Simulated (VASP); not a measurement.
# NbRh (P4/mmm) in VASP: further runs, part 2 of 2

VASP 6.6.1. Earlier steps stand in the parts before.

## Step 3: Single point, LDA

INCAR

```
SYSTEM = NbRh
PREC = Accurate
ENCUT = 520
EDIFF = 1E-6
ISMEAR = 0
SIGMA = 0.1
LREAL = .FALSE.
LASPH = .TRUE.
NELM = 100
ALGO = Normal
ISIF = 2
LWAVE = .FALSE.
LCHARG = .FALSE.
NBANDS = 21
```

KPOINTS

```
Automatic mesh
0
G
  14 14 12
  0 0 0
```

POSCAR

```
NbRh
1.0
    2.8064099553      0.0000000000      0.0000000000
    0.0000000000      2.8064099553      0.0000000000
    0.0000000000      0.0000000000      3.8128840903
Nb Rh
1 1
Direct
    0.0000000000      0.0000000000      0.0000000000
    0.5000000000      0.5000000000      0.5000000000
```

Potentials or basis: VASP PAW LDA potentials, release 64 (Nb_sv, Rh_pv).

On the command line:

```bash
> cat potpaw_LDA.64/Nb_sv/POTCAR potpaw_LDA.64/Rh_pv/POTCAR > POTCAR
> mpirun -np 1 vasp_std > vasp.out
```

Run time: 59 s. Hardware: 1 thread of AMD EPYC 9R45 (Zen 5), shared host; peak memory 0.23 GiB.

It converged, with:

| Property | Result |
| --- | --- |
| Free energy | -20.8018 eV |
| Pressure | 0.2 GPa |
| Band gap on the k mesh | zero (band 14 reaches 15.90 eV, above the bottom of band 15 at 10.88 eV) |

Stress tensor (GPa, compression positive):
```
0.19 0.00 0.00
0.00 0.19 0.00
0.00 0.00 0.28
```

Levels at points of the mesh, in eV from the Fermi level:
```
           k point  band 12  band 13  band 14  band 15  band 16  band 17
(0.00, 0.00, 0.00)    -2.31    -1.07    -0.62     1.15     4.32     4.32
(0.50, 0.00, 0.00)    -1.83    -1.74    -1.53    -1.31     1.27     2.79
(0.50, 0.50, 0.00)     0.65     1.45     3.59     3.59     3.79     3.79
(0.00, 0.00, 0.50)    -1.59    -1.54    -1.54    -0.45     1.16     2.02
(0.50, 0.00, 0.50)    -2.41    -0.54     1.13     1.14     1.77     3.25
(0.50, 0.50, 0.50)    -1.98    -1.98    -1.39     0.65     2.73     6.37
```

## Step 4: Relaxation of cell and atoms, LDA

This run uses another cell than the first one, of 15.38 Å³/atom, 1.024 times its volume.

INCAR

```
ALGO = Normal ; EDIFF = 1E-6
EDIFFG = -0.005 ; ENCUT = 600
GGA = CA ; IBRION = 2
ISIF = 3 ; ISMEAR = 0
LASPH = True ; LCHARG = False
LREAL = False ; LWAVE = False
NELM = 100 ; NSW = 100
PREC = Accurate ; SIGMA = 0.1
```

KPOINTS

```
k-points
0
Gamma
  14 14 12
```

POSCAR

```
NbRh
1.0
    2.8420000000      0.0000000000      0.0000000000
    0.0000000000      2.8420000000      0.0000000000
    0.0000000000      0.0000000000      3.8090000000
Nb Rh
1 1
Direct
    0.0000000000      0.0000000000      0.0000000000
    0.5000000000      0.5000000000      0.5000000000
```

Potentials or basis: VASP PAW LDA potentials, release 64 (Nb_sv, Rh_pv).

On the command line:

```bash
> cat potpaw_LDA.64/Nb_sv/POTCAR potpaw_LDA.64/Rh_pv/POTCAR > POTCAR
> mpirun -np 1 vasp_std > vasp.out
```

OUTCAR:

```text
EDIFF = 1E-6
   EDIFFG = -0.005
   ENCUT = 600
   GGA = CA
   IBRION = 2
   ISIF = 3
   ISMEAR = 0
   LASPH = True
   LREAL = False
   NELM = 100
   NSW = 100
   PREC = Accurate

 ion  position               nearest neighbor table
   1  0.000  0.000  0.000-   2 2.77   2 2.77   2 2.77   2 2.77   2 2.77   2 2.77   2 2.77   2 2.77

   2  0.500  0.500  0.500-   1 2.77   1 2.77   1 2.77   1 2.77   1 2.77   1 2.77   1 2.77   1 2.77

  LATTYP: Found a simple tetragonal cell.
 ALAT       =     2.8420000000
 C/A-ratio  =     1.3402533427

  Lattice vectors:

 A1 = (   2.8420000000,   0.0000000000,   0.0000000000)
 A2 = (   0.0000000000,   2.8420000000,   0.0000000000)
 A3 = (   0.0000000000,   0.0000000000,   3.8090000000)

Analysis of symmetry for initial positions (statically):
=====================================================================
 Subroutine PRICEL returns:
 Original cell was already a primitive cell.

 Routine SETGRP: Setting up the symmetry group for a
 simple tetragonal supercell.

 Subroutine GETGRP returns: Found 16 space group operations
 (whereof 16 operations were pure point group operations)
 out of a pool of 16 trial point group operations.

The static configuration has the point symmetry D_4h.

Analysis of symmetry for dynamics (positions and initial velocities):
=====================================================================
 Subroutine PRICEL returns:
 Original cell was already a primitive cell.

 Routine SETGRP: Setting up the symmetry group for a
 simple tetragonal supercell.

 Subroutine GETGRP returns: Found 16 space group operations
 (whereof 16 operations were pure point group operations)
 out of a pool of 16 trial point group operations.

The dynamic configuration has the point symmetry D_4h.

 Subroutine INISYM returns: Found 16 space group operations
 (whereof 16 operations are pure point group operations),
[... 119 lines left out ...]
  Thomas-Fermi vector in A             =   2.685805
   LORBIT       =      0    0 simple, 1 ext, 2 COOP (PROOUT), +10 PAW based schemes
   GGA     = CA    functional components
   LHFCALC =     F    Hartree Fock is set to
   AEXX    =    0.0000 exact exchange contribution
   IVDW    =     0    specifies the selected vdW correction
   LEPSILON=     F    determine dielectric tensor
   LRPA    =     F    only Hartree local field effects (RPA)
 conjugate gradient relaxation of ions
 non-spin polarized calculation
 Gauss-broadening in eV      SIGMA  =   0.10
  energy-cutoff  :      600.00
  volume of cell :       30.77
 maximum number of plane-waves:      1043
 NGX is ok and might be reduce to    24
   NGX = 11   NGY = 11   NGZ = 15

--------------------------------------- Ionic step        1  -------------------------------------------

 number of electron      27.9999996 magnetization

 Free energy of the ion-electron system (eV)
  ---------------------------------------------------
  ext. energy  EPLUGINS =         0.00000000
  ---------------------------------------------------
  free energy    TOTEN  =       -20.78842125 eV

  energy without entropy =      -20.77924651  energy(sigma->0) =      -20.78383388

------------------------ aborting loop because EDIFF is reached ----------------------------------------

  FORCE on cell =-STRESS in cart. coord.  units (eV):
  Direction    XX          YY          ZZ          XY          YZ          ZX
  --------------------------------------------------------------------------------------
  -------------------------------------------------------------------------------------
  Total       -1.1671251     -1.1671251     -0.8087496      0.0000000      0.0000000     -0.0000000
  in kB      -60.7811435    -60.7811435    -42.1177891      0.0000000      0.0000000     -0.0000000
  external PRESSURE =     -54.5600254 kB  Pullay stress =       0.0000000 kB
[... 167 lines left out ...]
--------------------------------------- Ionic step        6  -------------------------------------------

 number of electron      27.9999997 magnetization

 Free energy of the ion-electron system (eV)
  ---------------------------------------------------
  ext. energy  EPLUGINS =         0.00000000
  ---------------------------------------------------
  free energy    TOTEN  =       -20.80234631 eV

  energy without entropy =      -20.79355019  energy(sigma->0) =      -20.79794825

 E-fermi :  12.2931     XC(G=0): -13.7454

 val. band max:       12.2829337803   @ k =   0.0714   0.0714   0.2500
 cond. band min:      12.2948912557   @ k =   0.3571   0.3571   0.2500
 fundamental gap:      0.0119574754
 Fermi energy:        12.2931012529

 k-point     1 :       0.0000    0.0000    0.0000
  band No.  band energies     occupation
      1     -42.2343      2.00000
      2     -34.0189      2.00000
      3     -33.7643      2.00000
      4     -33.7643      2.00000
      5     -18.4742      2.00000
      6     -17.8761      2.00000
[... 481 lines left out ...]
      5     -18.7446      2.00000
      6     -18.3524      2.00000
[... 10 lines left out ...]
     17      15.1540      0.00000
     18      15.9114      0.00000

 [... further k-points ...]
[... 5 lines left out ...]
  --------------------------------------------------------------------------------------
  -------------------------------------------------------------------------------------
  Total        0.0061920      0.0061920      0.0097283      0.0000000      0.0000000      0.0000000
  in kB        0.3300421      0.3300421      0.5185282      0.0000000      0.0000000      0.0000000
  external PRESSURE =       0.3928708 kB  Pullay stress =       0.0000000 kB
[... 17 lines left out ...]
  FREE ENERGIE OF THE ION-ELECTRON SYSTEM (eV)
  ---------------------------------------------------
  free  energy   TOTEN  =       -20.8023463140 eV

  energy  without entropy=      -20.7935501860  energy(sigma->0) =      -20.79794825

 reached required accuracy - stopping structural energy minimisation
```

CONTCAR:

```text
NbRh
   1.00000000000000
     2.8071389264873456    0.0000000000000000    0.0000000000000000
     0.0000000000000000    2.8071389264873456   -0.0000000000000000
     0.0000000000000000   -0.0000000000000000    3.8145735902279925
  Nb              Rh
     1     1
Direct
     0.0000000000000000    0.0000000000000000    0.0000000000000000
     0.5000000000000000    0.5000000000000000    0.5000000000000000

  0.00000000E+00  0.00000000E+00  0.00000000E+00
  0.00000000E+00  0.00000000E+00  0.00000000E+00
```

Wall time 4.3 min (1 thread of AMD EPYC 9R45 (Zen 5), shared host); peak memory 0.26 GiB.

Results:

| Item | Value |
| --- | --- |
| Free energy | -20.8023 eV |
| Relaxed volume | 15.03 Å³/atom |
| Relaxed cell | a = 2.807 Å, b = 2.807 Å, c = 3.815 Å, α = 90.00°, β = 90.00°, γ = 90.00° |
| Space group after relaxing (to 0.05 Å) | P4/mmm (No. 123) |
| Energy gained by relaxing | 7.0 meV/atom |
| Ionic steps | 6 |
| Pressure after relaxing | 0.0 GPa |
| Band gap on the k mesh | zero (band 14 reaches 15.88 eV, above the bottom of band 15 at 10.87 eV) |

The path:
```tsv
step	energy change (eV)	largest force (eV/Å)	pressure (GPa)	volume (Å³)
1	0.0000	0.0000	-5.46	30.77
2	0.0599	0.0000	15.69	28.49
3	-0.0125	0.0000	0.04	30.08
4	-0.0125	0.0000	0.13	30.06
5	-0.0138	0.0000	0.07	30.06
6	-0.0139	0.0000	0.04	30.06
```

Final structure:
```
Nb Rh
1.0
     2.80714    0.00000    0.00000
     0.00000    2.80714    0.00000
     0.00000    0.00000    3.81457
Nb Rh
1 1
Direct
  0.00000 0.00000 0.00000
  0.50000 0.50000 0.50000
```

LDA usually gives volumes a few per cent too small. Zero-point motion and thermal expansion aren't in these numbers.

## Step 5: Single point, LDA

INCAR

```
SYSTEM = NbRh
ALGO = Normal ; EDIFF = 1E-6
ENCUT = 520 ; GGA = CA
ISIF = 2 ; ISMEAR = -1
LASPH = .TRUE. ; LCHARG = .FALSE.
LREAL = .FALSE. ; LWAVE = .FALSE.
NBANDS = 21 ; NELM = 100
PREC = Accurate ; SIGMA = 0.15
```

KPOINTS

```
k-points
0
G
  14 14 12
  0 0 0
```

POSCAR

```
NbRh
1.0
    2.8086316043      0.0000000000      0.0000000000
    0.0000000000      2.8086316043      0.0000000000
    0.0000000000      0.0000000000      3.8123637045
Nb Rh
1 1
Direct
    0.0000000000      0.0000000000      0.0000000000
    0.5000000000      0.5000000000      0.5000000000
```

On the command line:

```bash
> cat potpaw_LDA.64/Nb_sv/POTCAR potpaw_LDA.64/Rh_pv/POTCAR > POTCAR
> mpirun -np 1 vasp_std > vasp.out
```

Run time: 76 s. Hardware: 1 thread of AMD EPYC 9R45 (Zen 5), shared host; peak memory 0.23 GiB.

It converged, with:

- Free energy: -20.8608 eV
- Pressure: 0.2 GPa
- Band gap on the k mesh: zero (band 14 reaches 15.86 eV, above the bottom of band 15 at 10.86 eV)

Levels at points of the mesh, in eV from the Fermi level:
```csv
k point,band 10,band 11,band 12,band 13,band 14,band 15,band 16,band 17,band 18,band 19
"(0.00, 0.00, 0.00)",-5.19,-2.32,-2.32,-1.08,-0.64,1.14,4.31,4.31,4.43,4.56
"(0.50, 0.00, 0.00)",-3.13,-2.99,-1.84,-1.74,-1.53,-1.32,1.26,2.76,2.91,7.52
"(0.50, 0.50, 0.00)",-5.11,-5.11,0.62,1.43,3.56,3.56,3.78,3.78,4.03,6.32
"(0.00, 0.00, 0.50)",-4.29,-2.58,-1.59,-1.55,-1.55,-0.47,1.16,2.01,2.01,4.20
"(0.50, 0.00, 0.50)",-2.58,-2.56,-2.42,-0.54,1.11,1.13,1.75,3.24,4.28,4.42
"(0.50, 0.50, 0.50)",-3.27,-3.27,-1.99,-1.99,-1.40,0.63,2.72,6.34,8.86,10.68
```

## Step 6: The runs side by side

```csv
task,cell,cutoff (eV),smearing,gap on the mesh (eV),pressure (GPa),relaxed volume (Å³/atom)
relaxation of cell and atoms,"relaxed from a = 2.806, b = 2.806, c = 3.813 Å, 2 atoms",600,fermi-dirac 0.15 eV,none,0.0,15.05
single point,"a = 2.806, b = 2.806, c = 3.813 Å, 2 atoms",520,gaussian 0.1 eV,none,0.2,-
relaxation of cell and atoms,"relaxed from a = 2.842, b = 2.842, c = 3.809 Å, 2 atoms",600,gaussian 0.1 eV,none,0.0,15.03
single point,"a = 2.809, b = 2.809, c = 3.812 Å, 2 atoms",520,fermi-dirac 0.15 eV,none,0.2,-
```

Alike in all rows: level LDA; potentials or basis VASP PAW LDA potentials, release 64 (Nb_sv, Rh_pv); no spin polarisation; k mesh 14 × 14 × 12.

Absolute energies hang on the potentials; compare differences alone.
